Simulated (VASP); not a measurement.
# B (Im-3m) in VASP: notebook

The runs below take B through single point, relaxation of cell and atoms, with r2SCAN.

Everything below comes from runs of VASP 6.6.1. Logs are shortened: lines on timing, memory, paths and dates and some standing lists are left out, and cuts for length are marked.

### Step 1. The cell of the first run

It takes space group Im-3m (No. 229, cubic). The conventional cell has a = 2.294 Å, b = 2.294 Å, c = 2.294 Å, α = 90.00°, β = 90.00°, γ = 90.00°. Within 2.6 Å of B (site symmetry m-3m) lie 14 B at 1.99 to 2.29 Å.

### Step 2. Single point, r2SCAN

POSCAR reads:

```
B
1.0
   -1.1469503105      1.1469503105      1.1469503105
    1.1469503105     -1.1469503105      1.1469503105
    1.1469503105      1.1469503105     -1.1469503105
B
1
Direct
    0.0000000000      0.0000000000      0.0000000000
```

INCAR.step1 reads:

```
SYSTEM = B
  PREC = Accurate
  ENCUT = 520
  ISMEAR = 0
  SIGMA = 0.1
  LREAL = .FALSE.
  LASPH = .TRUE.
  NELM = 80
  NBANDS = 8
  GGA = PE
  ALGO = Normal
  EDIFF = 1E-4
  LWAVE = .TRUE.
  LCHARG = .FALSE.
```

INCAR.step2 reads:

```
SYSTEM = B
  PREC = Accurate
  ENCUT = 520
  EDIFF = 1E-7
  ISMEAR = 0
  SIGMA = 0.1
  LREAL = .FALSE.
  LASPH = .TRUE.
  NELM = 80
  ALGO = Normal
  ISIF = 2
  LWAVE = .FALSE.
  LCHARG = .FALSE.
  METAGGA = R2SCAN
  LMIXTAU = .TRUE.
  NBANDS = 8
  ISTART = 1
```

KPOINTS reads:

```
Automatic mesh
0
G
  10 10 10
  0 0 0
```

Potentials or basis: VASP PAW PBE potentials, release 64 (B).

Started as:

```sh
cat potpaw_PBE.64/B/POTCAR > POTCAR
cp INCAR.step1 INCAR
mpirun -np 1 vasp_std > vasp.out
cp INCAR.step2 INCAR
mpirun -np 1 vasp_std > vasp.out
```

OUTCAR:

```text
SYSTEM = B
   PREC = Accurate
   ENCUT = 520
   EDIFF = 1E-7
   ISMEAR = 0
   LREAL = .FALSE.
   LASPH = .TRUE.
   NELM = 80
   ISIF = 2
   METAGGA = R2SCAN
   ISTART = 1

 ion  position               nearest neighbor table
   1  0.000  0.000  0.000-

  LATTYP: Found a body centered cubic cell.
 ALAT       =     2.2939006210

  Lattice vectors:

 A1 = (  -1.1469503105,   1.1469503105,   1.1469503105)
 A2 = (   1.1469503105,  -1.1469503105,   1.1469503105)
 A3 = (   1.1469503105,   1.1469503105,  -1.1469503105)

Analysis of symmetry for initial positions (statically):
=====================================================================
 Subroutine PRICEL returns:
 Original cell was already a primitive cell.

 Routine SETGRP: Setting up the symmetry group for a
 body centered cubic supercell.

 Subroutine GETGRP returns: Found 48 space group operations
 (whereof 48 operations were pure point group operations)
 out of a pool of 48 trial point group operations.

The static configuration has the point symmetry O_h .

Analysis of symmetry for dynamics (positions and initial velocities):
=====================================================================
 Subroutine PRICEL returns:
 Original cell was already a primitive cell.

 Routine SETGRP: Setting up the symmetry group for a
 body centered cubic supercell.

 Subroutine GETGRP returns: Found 48 space group operations
 (whereof 48 operations were pure point group operations)
 out of a pool of 48 trial point group operations.

The dynamic configuration has the point symmetry O_h .

 Subroutine INISYM returns: Found 48 space group operations
 (whereof 48 operations are pure point group operations),
 and found     1 'primitive' translations

----------------------------------------------------------------------------------------

                                     Primitive cell

  volume of cell :       6.0352

  direct lattice vectors                    reciprocal lattice vectors
    -1.146950311  1.146950311  1.146950311     0.000000000  0.435938676  0.435938676
     1.146950311 -1.146950311  1.146950311     0.435938676  0.000000000  0.435938676
     1.146950311  1.146950311 -1.146950311     0.435938676  0.435938676  0.000000000

[... 73 lines left out ...]
   ISTART =      1    job   : 0-new  1-cont  2-samecut
   ICHARG =      0    charge: 1-file 2-atom 10-const
   ISPIN  =      1    spin polarized calculation?
   LNONCOLLINEAR =      F non collinear calculations
   LSORBIT =      F    spin-orbit coupling
   LASPH  =      T    aspherical Exc in radial PAW
   ENCUT  =  520.0 eV  38.22 Ry    6.18 a.u.   3.69  3.69  3.69*2*pi/ulx,y,z
   NELM   =     80;   NELMIN=  2; NELMDL=  0     # of ELM steps
   EDIFF  = 0.1E-06   stopping-criterion for ELM
   LREAL  =      F    real-space projection
   EDIFFG = 0.1E-05   stopping-criterion for IOM
   NSW    =      0    number of steps for IOM
   IBRION =     -1    ionic relax: 0-MD 1-quasi-New 2-CG
   NFREE  =      0    steps in history (QN), initial steepest desc. (CG)
   ISIF   =      2    stress and relaxation
   ISYM   =      2    0-nonsym 1-usesym 2-fastsym
   POTIM  = 0.5000    time-step for ionic-motion
   TEBEG  =    0.0;   TEEND  =   0.0 temperature during run
   PSTRESS=    0.0 pullay stress
   NELECT =       3.0000    total number of electrons
   NUPDOWN=      -1.0000    fix difference up-down
   EMIN   =  10.00;   EMAX   =-10.00  energy-range for DOS
   EFERMI =   0.00;   METHOD = LEGACY
   ISMEAR =     0;   SIGMA  =   0.10  broadening in eV -4-tet -1-fermi 0-gaus
   EFERMI_NEDOS =   21; number of points for ismear=-14 and -15
   IALGO  =     38    algorithm
   IMIX   =      4    mixing-type and parameters
     AMIX     =   0.40;   BMIX     =  1.00
     AMIX_MAG =   1.60;   BMIX_MAG =  1.00
  volume/ion in A,a.u.               =       6.04        40.73
  Fermi-wavevector in a.u.,A,eV,Ry     =   1.296833  2.450659 22.881942  1.681775
  Thomas-Fermi vector in A             =   2.428264
   LORBIT       =      0    0 simple, 1 ext, 2 COOP (PROOUT), +10 PAW based schemes
   METAGGA = R2SCAN    functional components
   LHFCALC =     F    Hartree Fock is set to
   AEXX    =    0.0000 exact exchange contribution
   IVDW    =     0    specifies the selected vdW correction
   LEPSILON=     F    determine dielectric tensor
   LRPA    =     F    only Hartree local field effects (RPA)
 non-spin polarized calculation
 Gauss-broadening in eV      SIGMA  =   0.10
  energy-cutoff  :      520.00
  volume of cell :        6.04
 maximum number of plane-waves:       177
   NGX =  7   NGY =  7   NGZ =  7

 number of electron       3.0000000 magnetization

 Free energy of the ion-electron system (eV)
  ---------------------------------------------------
  ext. energy  EPLUGINS =         0.00000000
  ---------------------------------------------------
  free energy    TOTEN  =        -5.49427497 eV

  energy without entropy =       -5.49147255  energy(sigma->0) =       -5.49287376

 E-fermi :   9.9354     XC(G=0): -14.0664

 val. band max:        9.9094378538   @ k =   0.5000   0.5000   0.4000
 cond. band min:      10.2338792901   @ k =  -0.4000   0.4000   0.2000
 fundamental gap:      0.3244414364
 Fermi energy:         9.9354007443

 k-point     1 :       0.0000    0.0000    0.0000
  band No.  band energies     occupation
      1      -9.8436      2.00000
      2      27.6202      0.00000
      3      27.6202      0.00000
      4      27.6202      0.00000
      5      46.0776      0.00000
      6      46.0776      0.00000
      7      46.0776      0.00000
      8      50.1721      0.00000
[... 243 lines left out ...]
 k-point    24 :      -0.3000    0.3000    0.1000
  band No.  band energies     occupation
      1      -4.9666      2.00000
      2      15.0890      0.00000
      3      20.4009      0.00000
      4      25.0312      0.00000
      5      35.4581      0.00000
      6      38.6629      0.00000
      7      46.0085      0.00000
      8      55.4972      0.00000

 [... further k-points ...]
[... 5 lines left out ...]
  --------------------------------------------------------------------------------------
  -------------------------------------------------------------------------------------
  Total       -0.0050083     -0.0050083     -0.0050083      0.0000000      0.0000000     -0.0000000
  in kB       -1.3295581     -1.3295581     -1.3295581      0.0000000      0.0000000     -0.0000000
  external PRESSURE =      -1.3295581 kB  Pullay stress =       0.0000000 kB

 VOLUME and BASIS-vectors are now :
 -----------------------------------------------------------------------------
  energy-cutoff  :      520.00
  volume of cell :        6.04
      direct lattice vectors                 reciprocal lattice vectors
    -1.146950311  1.146950311  1.146950311     0.000000000  0.435938676  0.435938676
     1.146950311 -1.146950311  1.146950311     0.435938676  0.000000000  0.435938676
     1.146950311  1.146950311 -1.146950311     0.435938676  0.435938676  0.000000000

 POSITION                                       TOTAL-FORCE (eV/Angst)
 -----------------------------------------------------------------------------------
      0.00000      0.00000      0.00000         0.000000      0.000000     -0.000000
 -----------------------------------------------------------------------------------
    total drift:                                0.000000      0.000000      0.000000

  FREE ENERGIE OF THE ION-ELECTRON SYSTEM (eV)
  ---------------------------------------------------
  free  energy   TOTEN  =        -5.4942749685 eV

  energy  without entropy=       -5.4914725526  energy(sigma->0) =       -5.49287376
```

Wall time 4.9 s (1 thread of Intel Xeon 6975P-C (Granite Rapids), shared host); peak memory 0.11 GiB.

Results:

* Free energy: -5.4943 eV
* Pressure: -0.1 GPa

Caveat: the k points lie up to 0.39 Å⁻¹ apart; the PAW data sets were made with another functional, which shifts forces and pressure a little.

### Step 3. Single point, r2SCAN

This run uses another cell than the first one, of 7.68 Å³/atom, 1.273 times its volume.

POSCAR reads:

```
B
1.0
   -1.2429643298      1.2429643298      1.2429643298
    1.2429643298     -1.2429643298      1.2429643298
    1.2429643298      1.2429643298     -1.2429643298
B
1
Direct
    0.0000000000      0.0000000000      0.0000000000
```

INCAR.step1 reads:

```
  PREC = Accurate
  ENCUT = 520
  ISMEAR = 0
  SIGMA = 0.1
  LREAL = False
  LASPH = True
  NELM = 60
  NBANDS = 8
  GGA = PE
  ALGO = Normal
  EDIFF = 1E-4
  LWAVE = True
  LCHARG = False
```

INCAR.step2 reads:

```
  PREC = Accurate
  ENCUT = 520
  EDIFF = 1E-6
  ISMEAR = 0
  SIGMA = 0.1
  LREAL = False
  LASPH = True
  NELM = 60
  ALGO = Normal
  ISIF = 2
  LWAVE = False
  LCHARG = False
  METAGGA = R2SCAN
  LMIXTAU = True
  NBANDS = 8
  ISTART = 1
```

KPOINTS reads:

```
Automatic mesh
0
Gamma
  10 10 10
```

Potentials or basis: VASP PAW PBE potentials, release 64 (B).

Started as:

```sh
cat potpaw_PBE.64/B/POTCAR > POTCAR
cp INCAR.step1 INCAR
mpirun -np 1 vasp_std > vasp.out
cp INCAR.step2 INCAR
mpirun -np 1 vasp_std > vasp.out
```

Wall time 4 s (1 thread of Intel Xeon 6975P-C (Granite Rapids), shared host); peak memory 0.11 GiB.

It converged, with:

```yaml
Free_energy: -5.2889 eV
Pressure: -30.2 GPa
```

Levels at points of the mesh, in eV from the Fermi level:
| k point | band 1 | band 2 | band 3 | band 4 | band 5 | band 6 |
| --- | --- | --- | --- | --- | --- | --- |
| (0.00, 0.00, 0.00) | -17.10 | 14.18 | 14.18 | 14.18 | 31.60 | 31.60 |
| (0.50, 0.00, 0.00) | -7.66 | -4.66 | 8.22 | 11.78 | 21.14 | 23.22 |
| (0.50, 0.50, 0.50) | 0.88 | 0.88 | 0.88 | 8.38 | 10.31 | 10.31 |

Caveat: the PAW data sets were made with another functional, which shifts forces and pressure a little.

[end of part 1 of 2]
